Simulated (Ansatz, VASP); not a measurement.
# Two plane-wave programs on Rh

INCAR

```
SYSTEM = Rh
PREC = Accurate
ENCUT = 600
EDIFF = 1E-6
ISMEAR = -1
SIGMA = 0.05
LREAL = .FALSE.
LASPH = .TRUE.
NELM = 100
ALGO = Normal
ISIF = 3
LWAVE = .FALSE.
LCHARG = .FALSE.
GGA = PE
IBRION = 2
NSW = 60
EDIFFG = -0.005
```

File KPOINTS:

```
Automatic mesh
0
G
  17 17 10
  0 0 0
```

Contents of POSCAR:

```
Rh
1.0
    2.7157318845      0.0000000000      0.0000000000
   -1.3578659422      2.3518928018      0.0000000000
    0.0000000000      0.0000000000      4.3994856529
Rh
2
Direct
    0.3333333333      0.6666666667      0.2500000000
    0.6666666667      0.3333333333      0.7500000000
```

Input for Ansatz:

```yaml
crystal:
  lattice:
    - [2.7157318845, 0.0, 0.0]
    - [-1.3578659422, 2.3518928018, 0.0]
    - [0.0, 0.0, 4.3994856529]
  atoms:
    - { symbol: Rh, position: [0.3333333333, 0.6666666667, 0.25] }
    - { symbol: Rh, position: [0.6666666667, 0.3333333333, 0.75] }
kpoints:
  mp_grid: { grid: [17, 17, 10] }
scf:
  occupations: { method: fermi_dirac, width: 0.05 }
hamiltonian:
  xc: pbe
  pseudopotentials: { kind: paw }
output:
  forces: true
  stress: true
relax:
  f_tol: 0.005
  max_steps: 40
  cell: {}
```

Alike in both runs: task relaxation of cell and atoms; functional PBE; k mesh 17 × 17 × 10; occupations fermi-dirac, width 0.05 eV; no spin polarisation.

```csv
,VASP,Ansatz
version,VASP 6.6.1,Ansatz 0.2.0
potentials or method,"VASP PAW PBE potentials, release 64 (Rh_pv)","PAW with Ansatz's default frozen-core files, scalar-relativistic"
plane-wave cutoff (eV),600,420
valence electrons in the cell,30,34
```

```tsv
	VASP	Ansatz	Ansatz less VASP
relaxed volume (Å³/atom)	14.10	14.10	+0.004
relaxed length of the cell vector where the two differ most in proportion (Å)	4.389	4.389	+0.0006
```

VASP's potentials hold 30 valence electrons a cell and Ansatz's 34, so a difference there can come from the potentials and not from the codes.
